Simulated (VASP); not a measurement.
Input of a VASP 6.6.1 run:

File INCAR:

```
SYSTEM = Zr11Ni5
ALGO = Normal
EDIFF = 1E-6
ENCUT = 520
GGA = PE
ISIF = 2
ISMEAR = -1
ISYM = 0
LASPH = .True.
LCHARG = .True.
LELF = .True.
LREAL = Auto
LVHAR = .True.
LWAVE = .False.
NBANDS = 105
NELM = 80
PREC = Accurate
SIGMA = 0.1801
```

Contents of KPOINTS:

```
Automatic mesh
0
Gamma
  1 1 1
  0.25 0.25 0.25
```

The input POSCAR:

```
Zr11Ni5
1.0
    6.8760470000      0.0648090000      0.1488830000
    0.0648090000      7.0218600000     -0.1673050000
    0.1488830000     -0.1673050000      6.9265410000
Zr Ni
11 5
Direct
    0.3066774900      0.0626874491      0.9140429341
    0.5837532965      0.8794470426      0.2504974626
    1.0783812689      0.3645760849      0.6766984796
    0.8842233298      0.1399385699      0.0826255992
    0.3570992183      0.2060242528      0.4016359514
    0.9683864661      0.5390941836      0.2817312234
    1.0027909170      0.9747100347      0.5571458167
    0.3952228089      0.5815328932      1.0119276567
    0.5862772155      0.5110769188      0.6107744130
    0.8527119885      0.7413914445      0.9133040830
    0.5648304339      0.9498563298      0.6750142768
    0.7015328747      0.2688087747      0.8486848967
    0.1682432228      0.6776838116      0.7351993346
    0.1177186686      0.8689742485      0.1698619019
    0.3294840130      0.6029301357      0.3968293349
    0.5866559608      0.3888579677      0.2093828338
```

Potentials or basis: VASP PAW PBE potentials, release 64 (Zr_sv, Ni).

Launch:

```sh
$ cat potpaw_PBE.64/Zr_sv/POTCAR potpaw_PBE.64/Ni/POTCAR > POTCAR
$ mpirun -np 1 vasp_std > vasp.out
```

(1) What does it give for the pressure?

(2) Predict the largest force.

## Answers

(1) -0.7 GPa.

(2) 2.423 eV/Å.

Caveat: the k points lie up to 0.91 Å⁻¹ apart.
